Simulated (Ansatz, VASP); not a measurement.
## CrB5 in VASP and in Ansatz

```xyz
6
Lattice="0.0000 2.7020 2.7020 2.7020 0.0000 2.7020 2.7020 2.7020 0.0000" Properties=species:S:1:pos:R:3 pbc="T T T"
Cr    0.0000    0.0000    0.0000
B     4.0530    4.0530    4.0530
B     3.3752    3.3752    2.0288
B     3.3752    2.0288    3.3752
B     2.0288    3.3752    3.3752
B     2.0288    2.0288    2.0288
```

Change from the starting cell: species swapped into the ZrCu5 type (F-43m, No. 216).

Alike in both runs: functional PBE; k mesh 12 × 12 × 12; occupations gaussian, width 0.1 eV; no spin polarisation.

Ansatz relaxed the structure, and its values are those at the end. VASP's run is a single point on that final structure, the one shown.

|  | VASP | Ansatz |
| --- | --- | --- |
| version | VASP 6.6.1 | Ansatz 0.2.0 |
| potentials or method | VASP PAW PBE potentials, release 64 (Cr_pv, B), cutoff 520 eV | scalar-relativistic, plane waves, PAW |
| valence electrons in the cell | 27 | 29 |

|  | VASP | Ansatz | Ansatz less VASP |
| --- | --- | --- | --- |
| gap on the k mesh at the Fermi level (eV) | none | none | - |
| pressure (GPa) | -0.1 | 0.0 | +0.11 |

A gap of «none» marks a metal or a gap that the smearing closes. The functional is the same, so the differences come from potentials, cutoffs and numerics. VASP's potentials hold 27 valence electrons a cell and Ansatz's 29, so a difference there can come from the potentials and not from the codes.
